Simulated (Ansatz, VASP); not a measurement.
One calculation of CuI, two programs

File INCAR:

```
PREC = Accurate ; ENCUT = 520
EDIFF = 1E-6 ; ISMEAR = 0
SIGMA = 0.01 ; LREAL = F
LASPH = T ; NELM = 150
ALGO = Normal ; ISIF = 2
LWAVE = F ; LCHARG = T
MAGMOM = 0 0 0 0 0 0 ; LORBIT = 11
LSORBIT = T ; GGA_COMPAT = F
LORBMOM = T ; LMAXMIX = 4
GGA = PS ; LVHAR = T
NBANDS = 30
```

File KPOINTS:

```
Automatic mesh
0
Gamma
  6 6 6
```

POSCAR

```
CuI
1.0
    0.0000000000      3.0315000000      3.0315000000
    3.0315000000      0.0000000000      3.0315000000
    3.0315000000      3.0315000000      0.0000000000
Cu I
1 1
Direct
    0.2500000000      0.2500000000      0.2500000000
    0.0000000000      0.0000000000      0.0000000000
```

Input for Ansatz:

```yaml
crystal:
  lattice:
    - [0.0, 3.0315, 3.0315]
    - [3.0315, 0.0, 3.0315]
    - [3.0315, 3.0315, 0.0]
  atoms:
    - { symbol: Cu, position: [0.25, 0.25, 0.25] }
    - { symbol: I, position: [0.0, 0.0, 0.0] }
kpoints:
  mp_grid:
    grid: [6, 6, 6]
hamiltonian:
  xc: pbesol
magnetization:
  noncollinear: true
  spin_orbit: true
scf:
  occupations:
    method: fixed
output:
  eigenvalues: true
```

Alike in both runs: task single point; functional PBEsol; k mesh 6 × 6 × 6; non-collinear spin, spin-orbit coupling.

|  | VASP | Ansatz |
| --- | --- | --- |
| version | VASP 6.6.1 | Ansatz 0.2.0 |
| potentials or method | VASP PAW PBE potentials, release 64 (Cu, I) | plane waves, PAW |
| plane-wave cutoff (eV) | 520 | 420 |
| occupations | gaussian, width 0.01 eV | fixed |
| valence electrons in the cell | 18 | 36 |

|  | VASP | Ansatz | Ansatz less VASP |
| --- | --- | --- | --- |
| net moment per atom (μB) | 0.00 | 0.00 | 0.000 |

VASP's potentials were made for PBE, not for PBEsol. VASP's potentials hold 18 valence electrons a cell and Ansatz's 36, so a difference there can come from the potentials and not from the codes.
